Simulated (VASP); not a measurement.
# TaP2S2 in VASP: single point with r2SCAN

Aim: the single point of TaP2S2 with r2SCAN.

Everything below comes from runs of VASP 6.6.1. Logs are shortened: lines on timing, memory, paths and dates and some standing lists are left out, and cuts for length are marked.

**1. The cell of the first run**

The cell holds a sheet with vacuum, 5 atoms: a = 3.293 Å, b = 3.293 Å, c = 38.421 Å, α = 90.00°, β = 90.00°, γ = 120.00°.

**2. Single point, r2SCAN**

Input file POSCAR:

```
TaP2S2
1.0
    3.2925122202     -0.0000001405      0.0000000000
   -1.6462559885      2.8513992952      0.0000000000
    0.0000000000      0.0000000000     38.4212765600
Ta P S
1 2 2
Direct
    0.0000000000      0.0000000000      0.2357630753
    0.3333333333      0.6666666667      0.3450249986
    0.0000000000      0.0000000000      0.3768548078
    0.6666666667      0.3333333333      0.1944273926
    0.6666666667      0.3333333333      0.2764223712
```

Input file INCAR.step1:

```
ALGO     = Normal         # electronic algorithm
DIPOL    = 0.5 0.5 0.286
EDIFF    = 1E-4           # SCF threshold, eV
ENCUT    = 520            # plane-wave cutoff, eV
GGA      = PE             # functional
IDIPOL   = 3            
ISMEAR   = 0              # smearing method
LASPH    = T              # aspherical terms in the spheres
LCHARG   = F              # write CHGCAR
LDIPOL   = T            
LREAL    = F              # projectors in reciprocal space
LWAVE    = T              # write WAVECAR
NBANDS   = 24             # bands
NELM     = 60             # most SCF steps
PREC     = Accurate       # precision mode
SIGMA    = 0.1            # smearing width, eV
```

Input file INCAR.step2:

```
ALGO     = Normal         # electronic algorithm
DIPOL    = 0.5 0.5 0.286
EDIFF    = 1E-6           # SCF threshold, eV
ENCUT    = 520            # plane-wave cutoff, eV
IDIPOL   = 3            
ISIF     = 2              # what is computed and relaxed
ISMEAR   = 0              # smearing method
ISTART   = 1            
LASPH    = T              # aspherical terms in the spheres
LCHARG   = F              # write CHGCAR
LDIPOL   = T            
LMIXTAU  = T            
LREAL    = F              # projectors in reciprocal space
LWAVE    = F              # write WAVECAR
METAGGA  = R2SCAN         # meta-GGA
NBANDS   = 24             # bands
NELM     = 60             # most SCF steps
PREC     = Accurate       # precision mode
SIGMA    = 0.1            # smearing width, eV
```

Input file KPOINTS:

```
k-points
0
Gamma
  12 12 1
```

Potentials or basis: VASP PAW PBE potentials, release 64 (Ta_pv, P, S).

The run is started by

```console
cat potpaw_PBE.64/Ta_pv/POTCAR potpaw_PBE.64/P/POTCAR potpaw_PBE.64/S/POTCAR > POTCAR
cp INCAR.step1 INCAR
mpirun -np 1 vasp_std > vasp.out
cp INCAR.step2 INCAR
mpirun -np 1 vasp_std > vasp.out
```

OUTCAR:

```text
EDIFF = 1E-6
   ENCUT = 520
   ISIF = 2
   ISMEAR = 0
   ISTART = 1
   LASPH = T
   LREAL = F
   METAGGA = R2SCAN
   NELM = 60
   PREC = Accurate

 ion  position               nearest neighbor table
   1  0.000  0.000  0.236-   5 2.46   5 2.46   5 2.46   4 2.48   4 2.48   4 2.48
   2  0.333  0.667  0.345-   3 2.26   3 2.26   3 2.26
   3  0.000  0.000  0.377-   2 2.26   2 2.26   2 2.26
   4  0.667  0.333  0.194-   1 2.48   1 2.48   1 2.48
   5  0.667  0.333  0.276-   1 2.46   1 2.46   1 2.46

  LATTYP: Found a hexagonal cell.
 ALAT       =     3.2925122202
 C/A-ratio  =    11.6692889777

  Lattice vectors:

 A1 = (   3.2925122202,  -0.0000001405,   0.0000000000)
 A2 = (  -1.6462559885,   2.8513992952,   0.0000000000)
 A3 = (   0.0000000000,   0.0000000000,  38.4212765600)

Analysis of symmetry for initial positions (statically):
=====================================================================
 Subroutine PRICEL returns:
 Original cell was already a primitive cell.

 Routine SETGRP: Setting up the symmetry group for a
 hexagonal supercell.

 Subroutine GETGRP returns: Found  6 space group operations
 (whereof  6 operations were pure point group operations)
 out of a pool of 24 trial point group operations.

The static configuration has the point symmetry C_3v.

Analysis of symmetry for dynamics (positions and initial velocities):
=====================================================================
 Subroutine PRICEL returns:
 Original cell was already a primitive cell.

 Routine SETGRP: Setting up the symmetry group for a
 hexagonal supercell.

 Subroutine GETGRP returns: Found  6 space group operations
 (whereof  6 operations were pure point group operations)
 out of a pool of 24 trial point group operations.

The dynamic configuration has the point symmetry C_3v.

 Subroutine INISYM returns: Found  6 space group operations
 (whereof  6 operations are pure point group operations),
 and found     1 'primitive' translations

----------------------------------------------------------------------------------------

                                     Primitive cell

  volume of cell :     360.7092

  direct lattice vectors                    reciprocal lattice vectors
     3.292512220 -0.000000140  0.000000000     0.303719457  0.175352493  0.000000000
    -1.646255989  2.851399295  0.000000000     0.000000015  0.350705012  0.000000000
     0.000000000  0.000000000 38.421276560     0.000000000  0.000000000  0.026027246

  length of vectors
     3.292512220  3.292512220 38.421276560     0.350705012  0.350705012  0.026027246

  position of ions in fractional coordinates (direct lattice)
     0.000000000  0.000000000  0.235763075
     0.333333333  0.666666667  0.345024999
     0.000000000  0.000000000  0.376854808
     0.666666667  0.333333333  0.194427393
     0.666666667  0.333333333  0.276422371

  ion indices of the primitive-cell ions
   primitive index   ion index
                 1           1
                 2           2
                 3           3
                 4           4
                 5           5

----------------------------------------------------------------------------------------

 KPOINTS: k-points

Automatic generation of k-mesh.
 Grid dimensions read from file:
 generate k-points for:   12   12    1

 Generating k-lattice:

  Cartesian coordinates                     Fractional coordinates (reciprocal lattice)
     0.025309955  0.014612708  0.000000000     0.083333333 -0.000000000  0.000000000
     0.000000001  0.029225418  0.000000000     0.000000000  0.083333333  0.000000000
     0.000000000  0.000000000  0.026027246     0.000000000  0.000000000  1.000000000

  Length of vectors
     0.029225418  0.029225418  0.026027246

  Shift w.r.t. Gamma in fractional coordinates (k-lattice)
     0.000000000  0.000000000  0.000000000

 Subroutine IBZKPT returns following result:
 ===========================================

 Found     19 irreducible k-points:

 Following reciprocal coordinates:
            Coordinates               Weight
  0.000000  0.000000  0.000000      1.000000
  0.083333  0.000000  0.000000      6.000000
  0.166667  0.000000  0.000000      6.000000
  0.250000  0.000000  0.000000      6.000000
  0.333333 -0.000000  0.000000      6.000000
  0.416667  0.000000  0.000000      6.000000
[... 11 lines left out ...]
  0.333333  0.250000  0.000000     12.000000
  0.333333  0.333333  0.000000      2.000000
   k-points           NKPTS =     19   k-points in BZ     NKDIM =     19   number of bands    NBANDS=     24
   number of dos      NEDOS =    301   number of ions     NIONS =      5
   total plane-waves  NPLWV = 165888
   dimension x,y,z NGX =    24 NGY =   24 NGZ =  288
   dimension x,y,z NGXF=    48 NGYF=   48 NGZF=  576
   ions per type =               1   2   2
   NGX,Y,Z   is equivalent  to a cutoff of  12.12, 12.12, 12.46 a.u.
   NGXF,Y,Z  is equivalent  to a cutoff of  24.24, 24.24, 24.92 a.u.
 SYSTEM =  unknown system
   PREC   = accura    normal or accurate (medium, high low for compatibility)
   ISTART =      1    job   : 0-new  1-cont  2-samecut
   ICHARG =      0    charge: 1-file 2-atom 10-const
   ISPIN  =      1    spin polarized calculation?
   LNONCOLLINEAR =      F non collinear calculations
   LSORBIT =      F    spin-orbit coupling
   LASPH  =      T    aspherical Exc in radial PAW
   ENCUT  =  520.0 eV  38.22 Ry    6.18 a.u.   6.12  6.12 71.44*2*pi/ulx,y,z
   NELM   =     60;   NELMIN=  2; NELMDL=  0     # of ELM steps
   EDIFF  = 0.1E-05   stopping-criterion for ELM
   LREAL  =      F    real-space projection
   EDIFFG = 0.1E-04   stopping-criterion for IOM
   NSW    =      0    number of steps for IOM
   IBRION =     -1    ionic relax: 0-MD 1-quasi-New 2-CG
   NFREE  =      0    steps in history (QN), initial steepest desc. (CG)
   ISIF   =      2    stress and relaxation
   ISYM   =      2    0-nonsym 1-usesym 2-fastsym
   POTIM  = 0.5000    time-step for ionic-motion
   TEBEG  =    0.0;   TEEND  =   0.0 temperature during run
   PSTRESS=    0.0 pullay stress
   NELECT =      33.0000    total number of electrons
   NUPDOWN=      -1.0000    fix difference up-down
   EMIN   =  10.00;   EMAX   =-10.00  energy-range for DOS
   EFERMI =   0.00;   METHOD = LEGACY
   ISMEAR =     0;   SIGMA  =   0.10  broadening in eV -4-tet -1-fermi 0-gaus
   EFERMI_NEDOS =   21; number of points for ismear=-14 and -15
   IALGO  =     38    algorithm
   IMIX   =      4    mixing-type and parameters
     AMIX     =   0.40;   BMIX     =  1.00
     AMIX_MAG =   1.60;   BMIX_MAG =  1.00
  volume/ion in A,a.u.               =      72.14       486.84
  Fermi-wavevector in a.u.,A,eV,Ry     =   0.737667  1.393989  7.403647  0.544153
  Thomas-Fermi vector in A             =   1.831404
   LORBIT       =      0    0 simple, 1 ext, 2 COOP (PROOUT), +10 PAW based schemes
   METAGGA = R2SCAN    functional components
   LHFCALC =     F    Hartree Fock is set to
   AEXX    =    0.0000 exact exchange contribution
   IVDW    =     0    specifies the selected vdW correction
   LEPSILON=     F    determine dielectric tensor
   LRPA    =     F    only Hartree local field effects (RPA)
 non-spin polarized calculation
 Gauss-broadening in eV      SIGMA  =   0.10
  energy-cutoff  :      520.00
  volume of cell :      360.71
 maximum number of plane-waves:      9798
   NGX = 13   NGY = 13   NGZ =143

 number of electron      32.9999994 magnetization

 dipolmoment           0.000000      0.000000     -0.034112 electrons x Angstroem

 Free energy of the ion-electron system (eV)
  ---------------------------------------------------
  ext. energy  EPLUGINS =         0.00000000
  ---------------------------------------------------
  free energy    TOTEN  =       -85.91620996 eV

  energy without entropy =      -85.90738288  energy(sigma->0) =      -85.91179642

 E-fermi :  -2.9269     XC(G=0):  -3.0446

 val. band max:       -3.0296037020   @ k =   0.1667   0.1667   0.0000
 cond. band min:      -2.8757453108   @ k =   0.2500   0.0000   0.0000
 fundamental gap:      0.1538583912
 Fermi energy:        -2.9268913861

 k-point     1 :       0.0000    0.0000    0.0000
  band No.  band energies     occupation
      1     -38.6993      2.00000
      2     -38.5718      2.00000
      3     -38.5718      2.00000
      4     -18.6414      2.00000
      5     -17.8697      2.00000
      6     -16.2648      2.00000
[... 16 lines left out ...]
     23       0.6176      0.00000
     24       0.6176      0.00000

 k-point     2 :       0.0833    0.0000    0.0000
  band No.  band energies     occupation
      1     -38.6946      2.00000
      2     -38.5962      2.00000
      3     -38.5774      2.00000
      4     -18.5254      2.00000
      5     -17.7647      2.00000
      6     -16.2284      2.00000
[... 16 lines left out ...]
     23       0.8513      0.00000
     24       1.2631      0.00000

 k-point     3 :       0.1667    0.0000    0.0000
  band No.  band energies     occupation
      1     -38.6817      2.00000
      2     -38.6622      2.00000
      3     -38.5925      2.00000
      4     -18.1806      2.00000
      5     -17.4675      2.00000
      6     -16.1250      2.00000
[... 16 lines left out ...]
     23       1.4669      0.00000
     24       2.3520      0.00000
[... 379 lines left out ...]
 k-point    18 :       0.3333    0.2500    0.0000
  band No.  band energies     occupation
      1     -38.8642      2.00000
      2     -38.7559      2.00000
      3     -38.6216      2.00000
      4     -15.9433      2.00000
      5     -15.4715      2.00000
      6     -14.7660      2.00000
[... 16 lines left out ...]
     23       2.6368      0.00000
     24       3.2467      0.00000

 k-point    19 :       0.3333    0.3333    0.0000
  band No.  band energies     occupation
      1     -38.8381      2.00000
      2     -38.7968      2.00000
      3     -38.6192      2.00000
      4     -15.8766      2.00000
      5     -15.4252      2.00000
      6     -13.9542      2.00000
[... 16 lines left out ...]
     23       2.5940      0.00000
     24       3.3948      0.00000

------------------------ aborting loop because EDIFF is reached ----------------------------------------

 vacuum level on the upper side and lower side of the slab       (xc-potential included)        -0.328         0.319

  FORCE on cell =-STRESS in cart. coord.  units (eV):
  Direction    XX          YY          ZZ          XY          YZ          ZX
  --------------------------------------------------------------------------------------
  -------------------------------------------------------------------------------------
  Total        1.1402256      1.1402256     -0.0340676     -0.0000000     -0.0000000      0.0000000
  in kB        5.0645882      5.0645882     -0.1513194     -0.0000000     -0.0000000      0.0000000
  external PRESSURE =       3.3259523 kB  Pullay stress =       0.0000000 kB

 VOLUME and BASIS-vectors are now :
 -----------------------------------------------------------------------------
  energy-cutoff  :      520.00
  volume of cell :      360.71
      direct lattice vectors                 reciprocal lattice vectors
     3.292512220 -0.000000140  0.000000000     0.303719457  0.175352493  0.000000000
    -1.646255989  2.851399295  0.000000000     0.000000015  0.350705012  0.000000000
     0.000000000  0.000000000 38.421276560     0.000000000  0.000000000  0.026027246

 POSITION                                       TOTAL-FORCE (eV/Angst)
 -----------------------------------------------------------------------------------
      0.00000      0.00000      9.05832         0.000000     -0.000000     -0.125626
      0.00000      1.90093     13.25630        -0.000000      0.000000      0.590104
      0.00000      0.00000     14.47924         0.000000      0.000000     -0.316975
      1.64626      0.95047      7.47015        -0.000000      0.000000      0.168946
      1.64626      0.95047     10.62050         0.000000      0.000000     -0.316449
 -----------------------------------------------------------------------------------
    total drift:                               -0.000001     -0.000001      0.000360

  FREE ENERGIE OF THE ION-ELECTRON SYSTEM (eV)
  ---------------------------------------------------
  free  energy   TOTEN  =       -85.9162099593 eV

  energy  without entropy=      -85.9073828816  energy(sigma->0) =      -85.91179642

 vacuum level on the upper side and lower side of the slab         2.596         3.253
```

Run time: 11 min. Hardware: 1 thread of Intel Xeon 6975P-C (Granite Rapids), shared host; peak memory 0.57 GiB.

What came out:

| Property | Result |
| --- | --- |
| Free energy | -85.9162 eV |
| Largest force | 0.590 eV/Å |
| Band gap on the k mesh | zero (an odd number of electrons rules out a gap without spin polarisation) |

Forces in eV/Å, atoms in the order of the input:
```
Ta   0.000  0.000 -0.126
P    0.000  0.000  0.590
P    0.000  0.000 -0.317
S    0.000  0.000  0.169
S    0.000  0.000 -0.316
```

Caveat: the PAW data sets were made with another functional, which shifts forces and pressure a little; spin-orbit coupling is left out, which moves the levels of the heavy elements; an odd number of electrons without spin polarisation forces a metal; a magnetic or distorted state may lie lower.

The gap in the log of VASP goes by the Fermi energy; the results here count the filled bands.